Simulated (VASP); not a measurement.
Write the native input for VASP 6.6.1 that does the following.

* Task: G0W0 quasiparticle levels
* Functional: PBE
* Potentials or basis: VASP PAW PBE potentials, release 64 (Te_GW)
* Cutoff: 500 eV
* k mesh: 6 × 6 × 4
* Occupations: gaussian, width 0.01 eV
* Spin: no spin polarisation
* Dipole correction: no
* GW scheme: G0W0
* GW iterations: 1
* Cutoff of the response function: 80
* Frequency points: 48
* Empty bands: 167
* Further INCAR settings: ALGO = EVGW0; EDIFF = 1e-08; NBANDS = 176

The system is Te.

```xyz
3
Lattice="4.4713 0.0000 0.0000 -2.2356 3.8722 0.0000 0.0000 0.0000 5.9487" Properties=species:S:1:pos:R:3 pbc="T T T"
Te    1.1813    0.0000    1.9829
Te   -0.5906    1.0230    3.9658
Te    1.6450    2.8492    0.0000
```

The input as run:

POSCAR

```
Te
1.0
    4.4712577277      0.0000000000      0.0000000000
   -2.2356288639      3.8722227790      0.0000000000
    0.0000000000      0.0000000000      5.9487470110
Te
3
Direct
    0.2641920669      0.0000000000      0.3333333333
    0.0000000000      0.2641920669      0.6666666667
    0.7358079331      0.7358079331      0.0000000000
```

INCAR.step1

```
SYSTEM = Te
  PREC = Accurate
  ENCUT = 500
  EDIFF = 1E-8
  ISMEAR = 0
  SIGMA = 0.01
  LREAL = .FALSE.
  LASPH = .TRUE.
  NELM = 100
  ALGO = Normal
  LWAVE = .TRUE.
  LCHARG = .FALSE.
  GGA = PE
```

INCAR.step2

```
SYSTEM = Te
  PREC = Accurate
  ENCUT = 500
  EDIFF = 1E-8
  ISMEAR = 0
  SIGMA = 0.01
  LREAL = .FALSE.
  LASPH = .TRUE.
  NELM = 1
  ALGO = Exact
  LWAVE = .TRUE.
  LCHARG = .FALSE.
  GGA = PE
  NBANDS = 176
  LOPTICS = .TRUE.
  ISTART = 1
```

INCAR.step3

```
SYSTEM = Te
  PREC = Accurate
  ENCUT = 500
  EDIFF = 1E-8
  ISMEAR = 0
  SIGMA = 0.01
  LREAL = .FALSE.
  LASPH = .TRUE.
  ALGO = EVGW0
  LWAVE = .FALSE.
  LCHARG = .FALSE.
  GGA = PE
  NELMGW = 1
  NBANDS = 176
  ENCUTGW = 80.0
  NOMEGA = 48
  PRECFOCK = Fast
  ISTART = 1
  NBANDSGW = 17
```

KPOINTS

```
regular mesh
0
G
  6 6 4
  0 0 0
```

Potentials or basis: VASP PAW PBE potentials, release 64 (Te_GW).

Run with:

```console
$ cat potpaw_PBE.64/Te_GW/POTCAR > POTCAR
$ cp INCAR.step1 INCAR
$ mpirun -np 1 vasp_std > vasp.out
$ cp INCAR.step2 INCAR
$ mpirun -np 1 vasp_std > vasp.out
$ cp INCAR.step3 INCAR
$ mpirun -np 1 vasp_std > vasp.out
```

Results of the run:

The quasiparticle gap is 0.45 eV, the least direct quasiparticle gap is 0.45 eV and the band gap of the starting levels on the mesh is 0.16 eV. The least direct gap of the starting levels on the mesh is 0.16 eV.

Caveat: bands, screening cutoff and mesh are small and nothing is extrapolated, so the quasiparticle values aren't converged; spin-orbit coupling is left out, which moves the levels of the heavy elements.

It took 58 min on 1 thread of Intel(R) Xeon(R) Platinum 8375C CPU @ 2.90GHz (Ice Lake), on a shared host, peak memory 3.4 GiB.
